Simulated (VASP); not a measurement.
A run of VASP 6.6.1:

File INCAR:

```
ALGO = Fast
EDIFF = 1E-7
ENCUT = 520
GGA = PS
ISIF = 2
ISMEAR = 0
LASPH = T
LCHARG = F
LREAL = F
LWAVE = F
NBANDS = 10
NELM = 60
PREC = Accurate
SIGMA = 0.15
```

KPOINTS

```
k-points
0
Gamma
  14 14 14
```

POSCAR

```
K
1.0
   -2.4871000000      2.4871000000      2.5525500000
    2.4871000000     -2.4871000000      2.5525500000
    2.4871000000      2.4871000000     -2.5525500000
K
1
Direct
    0.0000000000      0.0000000000      0.0000000000
```

Potentials or basis: VASP PAW PBE potentials, release 64 (K_sv).

The run is started by

```bash
$ cat potpaw_PBE.64/K_sv/POTCAR > POTCAR
$ mpirun -np 1 vasp_std > vasp.out
```

Hardware: 1 thread of Intel Xeon 8259CL, with other jobs on the host.

Q: Estimate the wall time of this run.

A: Run time: 2.5 min on 1 thread of Intel Xeon 8259CL, on a shared host, peak memory 0.28 GiB. Counts: scf iterations 14, k points 244.
